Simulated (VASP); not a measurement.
Crystal: Zn3SnO3.

```xyz
7
Lattice="4.6547 0.0000 0.0000 0.3341 4.6443 0.0000 2.0215 1.8110 4.6027" Properties=species:S:1:pos:R:3 pbc="T T T"
Zn    3.6558    2.1400    0.5848
Zn    3.5852    3.9283    2.5319
Zn    1.8266    4.1695    0.5743
Sn    1.3302    1.7305    2.7757
O     2.5407    4.8730    4.0566
O     4.9681    5.2422    1.6242
O     4.5316    2.7655    3.9619
```

The cell was generated, and may not be a known phase.

```yaml
Program: VASP 6.6.1
Task: relaxation of cell and atoms
Functional: PBE
Potentials_or_basis: VASP PAW PBE potentials, release 64 (Zn, Sn_d, O)
Cutoff: 600 eV
k_mesh: 4 × 4 × 4
Occupations: gaussian, width 0.1 eV
Spin: no spin polarisation
```

At the start: pressure 0.6 GPa; volume 14.21 Å³/atom.

Problem. Where does the relaxation end?

Solution. Over 10 steps the energy falls by 3.0 meV/atom and the volume is 14.26 Å³/atom (+0.3 %); space group P1 (No. 1, to 0.1 Å) before, Cm (No. 8, to 0.1 Å).

Step by step:
```tsv
step	energy change (eV)	largest force (eV/Å)	pressure (GPa)	volume (Å³)
1	0.0000	0.2151	0.59	99.50
2	-0.0105	0.1102	-0.35	100.25
3	-0.0111	0.1486	-0.64	100.47
4	-0.0167	0.0915	-0.08	99.97
5	-0.0174	0.1082	0.19	99.73
6	-0.0188	0.0590	-0.02	99.88
7	-0.0189	0.0665	-0.04	99.91
8	-0.0198	0.0501	-0.05	99.90
9	-0.0206	0.0636	-0.03	99.86
10	-0.0213	0.0350	0.08	99.79
```

Final structure:
```cif
data_structure
_symmetry_space_group_name_H-M 'P 1'
_symmetry_Int_Tables_number 1
_cell_length_a 4.6618
_cell_length_b 4.6875
_cell_length_c 5.3172
_cell_angle_alpha 68.108
_cell_angle_beta 67.962
_cell_angle_gamma 84.614
_cell_volume 99.79
loop_
_atom_site_label
_atom_site_type_symbol
_atom_site_fract_x
_atom_site_fract_y
_atom_site_fract_z
_atom_site_occupancy
Zn1 Zn 0.70349 0.41746 0.12397 1
Zn2 Zn 0.48748 0.62743 0.54779 1
Zn3 Zn 0.27826 0.84609 0.12372 1
Sn1 Sn 0.01050 0.14269 0.60603 1
O1 O 0.11306 0.70753 0.87494 1
O2 O 0.84671 0.98858 0.35499 1
O3 O 0.57491 0.25581 0.86856 1
```
